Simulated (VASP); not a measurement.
# BiTe4 (I4/mmm) in VASP: density of states with PBE

Aim: the density of states of BiTe4 with PBE.

Everything below comes from runs of VASP 6.6.1. Logs are shortened: lines on timing, memory, paths and dates and some standing lists are left out, and cuts for length are marked.

## (1) The cell of the first run

The structure is tetragonal, space group I4/mmm (No. 139). The conventional cell has a = 6.135 Å, b = 6.135 Å, c = 9.388 Å, α = 90.00°, β = 90.00°, γ = 90.00°. Within 4.0 Å of Bi (site symmetry 4/mmm) lie 6 Te at 3.07 to 3.22 Å. Te (site symmetry 4mm) has 5 Te at 2.95 to 3.40 Å and 1 Bi at 3.22 Å within 3.9 Å. Within 4.0 Å of Te (site symmetry mmm) lie 2 Bi at 3.07 Å and 4 Te at 3.40 Å.

## (2) Density of states, PBE

POSCAR reads:

```
BiTe4
1.0
   -3.0674499420      3.0674499420      4.6941642790
    3.0674499420     -3.0674499420      4.6941642790
    3.0674499420      3.0674499420     -4.6941642790
Bi Te
1 4
Direct
    0.0000000000      0.0000000000      0.0000000000
    0.3426695604      0.3426695604      0.0000000000
    0.6573304396      0.6573304396      0.0000000000
    0.5000000000      0.0000000000      0.5000000000
    0.0000000000      0.5000000000      0.5000000000
```

INCAR.step1 reads:

```
SYSTEM = BiTe4
PREC = Accurate ; ENCUT = 520
EDIFF = 1E-7 ; ISMEAR = 0
SIGMA = 0.1 ; LREAL = .FALSE.
LASPH = .TRUE. ; NELM = 60
ALGO = Normal ; ISIF = 2
LWAVE = .FALSE. ; LCHARG = .TRUE.
GGA = PE ; NBANDS = 28
```

KPOINTS.step1 reads:

```
Automatic mesh
0
G
  10 10 10
  0 0 0
```

INCAR.step2 reads:

```
SYSTEM = BiTe4
PREC = Accurate ; ENCUT = 520
EDIFF = 1E-7 ; ISMEAR = -5
SIGMA = 0.1 ; LREAL = .FALSE.
LASPH = .TRUE. ; NELM = 60
ALGO = Normal ; ISIF = 2
LWAVE = .FALSE. ; LCHARG = .FALSE.
GGA = PE ; LORBIT = 11
NEDOS = 2001 ; ICHARG = 11
```

KPOINTS.step2 reads:

```
Automatic mesh
0
G
  15 15 15
  0 0 0
```

Potentials or basis: VASP PAW PBE potentials, release 64 (Bi_d, Te).

The run is started by

```bash
$ cat potpaw_PBE.64/Bi_d/POTCAR potpaw_PBE.64/Te/POTCAR > POTCAR
$ cp INCAR.step1 INCAR
$ cp KPOINTS.step1 KPOINTS
$ mpirun -np 1 vasp_std > vasp.out
$ cp INCAR.step2 INCAR
$ cp KPOINTS.step2 KPOINTS
$ mpirun -np 1 vasp_std > vasp.out
```

OUTCAR:

```text
SYSTEM = BiTe4
   PREC = Accurate
   ENCUT = 520
   EDIFF = 1E-7
   ISMEAR = -5
   LREAL = .FALSE.
   LASPH = .TRUE.
   NELM = 60
   ISIF = 2
   GGA = PE
   LORBIT = 11
   ICHARG = 11

 ion  position               nearest neighbor table
   1  0.000  0.000  0.000-   4 3.07   5 3.07   5 3.07   4 3.07   2 3.22   3 3.22
   2  0.343  0.343  0.000-   3 2.95   1 3.22   5 3.40   4 3.40   4 3.40   5 3.40
   3  0.657  0.657  0.000-   2 2.95   1 3.22   4 3.40   5 3.40   4 3.40   5 3.40
   4  0.500  0.000  0.500-   1 3.07   1 3.07   2 3.40   3 3.40   2 3.40   3 3.40
   5  0.000  0.500  0.500-   1 3.07   1 3.07   2 3.40   3 3.40   3 3.40   2 3.40

  LATTYP: Found a body centered tetragonal cell.
 ALAT       =     6.1348998840
 C/A-ratio  =     1.5303148764

  Lattice vectors:

 A1 = (  -3.0674499420,   3.0674499420,   4.6941642790)
 A2 = (   3.0674499420,  -3.0674499420,   4.6941642790)
 A3 = (   3.0674499420,   3.0674499420,  -4.6941642790)

Analysis of symmetry for initial positions (statically):
=====================================================================
 Subroutine PRICEL returns:
 Original cell was already a primitive cell.

 Routine SETGRP: Setting up the symmetry group for a
 body centered tetragonal supercell.

 Subroutine GETGRP returns: Found 16 space group operations
 (whereof 16 operations were pure point group operations)
 out of a pool of 16 trial point group operations.

The static configuration has the point symmetry D_4h.

Analysis of symmetry for dynamics (positions and initial velocities):
=====================================================================
 Subroutine PRICEL returns:
 Original cell was already a primitive cell.

 Routine SETGRP: Setting up the symmetry group for a
 body centered tetragonal supercell.

 Subroutine GETGRP returns: Found 16 space group operations
 (whereof 16 operations were pure point group operations)
 out of a pool of 16 trial point group operations.

The dynamic configuration has the point symmetry D_4h.

 Subroutine INISYM returns: Found 16 space group operations
 (whereof 16 operations are pure point group operations),
 and found     1 'primitive' translations

----------------------------------------------------------------------------------------

                                     Primitive cell
[... 106 lines left out ...]
   ISYM   =      2    0-nonsym 1-usesym 2-fastsym
   POTIM  = 0.5000    time-step for ionic-motion
   TEBEG  =    0.0;   TEEND  =   0.0 temperature during run
   PSTRESS=    0.0 pullay stress
   NELECT =      39.0000    total number of electrons
   NUPDOWN=      -1.0000    fix difference up-down
   EMIN   =  10.00;   EMAX   =-10.00  energy-range for DOS
   EFERMI =   0.00;   METHOD = LEGACY
   ISMEAR =    -5;   SIGMA  =   0.10  broadening in eV -4-tet -1-fermi 0-gaus
   EFERMI_NEDOS =   21; number of points for ismear=-14 and -15
   IALGO  =     38    algorithm
   IMIX   =      4    mixing-type and parameters
     AMIX     =   0.40;   BMIX     =  1.00
     AMIX_MAG =   1.60;   BMIX_MAG =  1.00
  volume/ion in A,a.u.               =      35.33       238.45
  Fermi-wavevector in a.u.,A,eV,Ry     =   0.989400  1.869695 13.318914  0.978913
  Thomas-Fermi vector in A             =   2.120996
   LORBIT       =     11    0 simple, 1 ext, 2 COOP (PROOUT), +10 PAW based schemes
   GGA     = PE    functional components
   LHFCALC =     F    Hartree Fock is set to
   AEXX    =    0.0000 exact exchange contribution
   IVDW    =     0    specifies the selected vdW correction
   LEPSILON=     F    determine dielectric tensor
   LRPA    =     F    only Hartree local field effects (RPA)
 non-spin polarized calculation
 Fermi weights with tetrahedron method with Bloechl corrections
  energy-cutoff  :      520.00
  volume of cell :      176.67
 maximum number of plane-waves:      4790

 number of electron      39.0000002 magnetization

 Free energy of the ion-electron system (eV)
  ---------------------------------------------------
  ext. energy  EPLUGINS =         0.00000000
  ---------------------------------------------------
  free energy    TOTEN  =       -15.45551254 eV

  energy without entropy =      -15.45551254  energy(sigma->0) =      -15.45551254

 E-fermi :   5.5794     XC(G=0):  -9.0267

 val. band max:        5.6569163628   @ k =  -0.4667  -0.4667   0.2000
 cond. band min:       5.5218313323   @ k =   0.4000   0.3333   0.0667
 fundamental gap:     -0.1350850305
 Fermi energy:         5.5793625508

 k-point     1 :       0.0000    0.0000    0.0000
  band No.  band energies     occupation
      1     -17.6254      2.00000
      2     -17.5919      2.00000
      3     -17.5657      2.00000
      4     -17.5530      2.00000
      5     -17.5530      2.00000
      6      -7.7325      2.00000
[... 613 lines left out ...]
     22       6.6633      0.00000
     23       8.0105      0.00000

 [... further k-points ...]

------------------------ aborting loop because EDIFF is reached ----------------------------------------

  FORCE on cell =-STRESS in cart. coord.  units (eV):
  Direction    XX          YY          ZZ          XY          YZ          ZX
  --------------------------------------------------------------------------------------
  -------------------------------------------------------------------------------------
  Total       -0.4314108     -0.4314108     -0.6547078      0.0000000     -0.0000000      0.0000000
  in kB       -3.9122660     -3.9122660     -5.9372433      0.0000000     -0.0000000      0.0000000
  external PRESSURE =      -4.5872584 kB  Pullay stress =       0.0000000 kB

 VOLUME and BASIS-vectors are now :
 -----------------------------------------------------------------------------
  energy-cutoff  :      520.00
  volume of cell :      176.67
      direct lattice vectors                 reciprocal lattice vectors
    -3.067449942  3.067449942  4.694164279     0.000000000  0.163001845  0.106515233
     3.067449942 -3.067449942  4.694164279     0.163001845  0.000000000  0.106515233
     3.067449942  3.067449942 -4.694164279     0.163001845  0.163001845  0.000000000

 POSITION                                       TOTAL-FORCE (eV/Angst)
 -----------------------------------------------------------------------------------
      0.00000      0.00000      0.00000         0.000000      0.000000      0.000000
      0.00000      0.00000      3.21709        -0.000000     -0.000000      0.036186
      0.00000      0.00000      6.17123         0.000000      0.000000     -0.036186
      0.00000      3.06745      0.00000         0.000000      0.000000      0.000000
      3.06745      0.00000      0.00000         0.000000      0.000000     -0.000000
 -----------------------------------------------------------------------------------
    total drift:                               -0.000000      0.000000      0.000000

  FREE ENERGIE OF THE ION-ELECTRON SYSTEM (eV)
  ---------------------------------------------------
  free  energy   TOTEN  =       -15.4555125365 eV

  energy  without entropy=      -15.4555125365  energy(sigma->0) =      -15.45551254

 total charge

# of ion       s       p       d       tot
------------------------------------------
    1        1.575   1.198   9.941  12.714
    2        1.429   1.797   0.034   3.259
    3        1.429   1.797   0.034   3.259
    4        1.419   1.827   0.031   3.278
    5        1.419   1.827   0.031   3.278
--------------------------------------------------
tot          7.271   8.447  10.071  25.789
```

OUTCAR.step1:

```text
SYSTEM = BiTe4
   PREC = Accurate
   ENCUT = 520
   EDIFF = 1E-7
   ISMEAR = 0
   LREAL = .FALSE.
[... 978 lines left out ...]
      0.00000      0.00000      6.17123         0.000000      0.000000     -0.012971
      0.00000      3.06745      0.00000        -0.000000     -0.000000      0.000000
      3.06745      0.00000      0.00000        -0.000000     -0.000000      0.000000
 -----------------------------------------------------------------------------------
    total drift:                               -0.000000     -0.000000      0.000000

  FREE ENERGIE OF THE ION-ELECTRON SYSTEM (eV)
  ---------------------------------------------------
  free  energy   TOTEN  =       -15.4648611203 eV

  energy  without entropy=      -15.4473882472  energy(sigma->0) =      -15.45612468
```

Wall time 11 min (1 thread of Intel Xeon 6975P-C (Granite Rapids), shared host); peak memory 1.1 GiB.

Results:

```yaml
Valence_electrons_inside_the_program's_atomic_spheres: Bi 12.71; Te 3.26, 3.28
```

Caveat: spin-orbit coupling is left out, which moves the levels of the heavy elements; tetrahedron occupations give inexact forces and stress in metals.
